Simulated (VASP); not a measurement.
Input of a VASP 6.6.1 run:

Contents of INCAR:

```
PREC = Accurate
ENCUT = 520
EDIFF = 1E-6
ISMEAR = -1
SIGMA = 0.05
LREAL = False
LASPH = True
NELM = 100
ALGO = Normal
ISIF = 2
LWAVE = False
LCHARG = True
LELF = True
LVHAR = True
NBANDS = 25
```

File KPOINTS:

```
regular mesh
0
Gamma
  9 9 5
```

File POSCAR:

```
CuO
1.0
    2.8795009639      0.0000000000      0.0000000000
    0.0390727580      2.8792794796      0.0000000000
    0.0174953863      0.0172449008      5.1763391994
Cu O
2 2
Direct
    0.0000000000      0.5000000000      0.0000000000
    0.5000000000      0.0000000000      0.5000000000
    0.9984239700      0.0016717800      0.7498871000
    0.0015760300      0.9983282200      0.2501129000
```

Potentials or basis: VASP PAW LDA potentials, release 64 (Cu, O).

Command:

```sh
$ cat potpaw_LDA.64/Cu/POTCAR potpaw_LDA.64/O/POTCAR > POTCAR
$ mpirun -np 1 vasp_std > vasp.out
```

**Question.** What does it give for the band gap on the k mesh?

**Answer.** Zero (bands 17 and 18 overlap by 0.95 eV).

**Question.** Predict the pressure.

**Answer.** -7.6 GPa.

Stress tensor (GPa, compression positive):
```
 -5.80  -0.14  -0.03
 -0.14  -5.84  -0.02
 -0.03  -0.02 -11.28
```

Caveat: the stress differs along the axes, from -11 to -6 GPa; semilocal functionals often make such compounds metallic where correlation or magnetic order opens a gap, which also shifts bond lengths. With open d or f shells a metallic result of LDA can be an artefact of self-interaction; +U or a hybrid may open a gap.
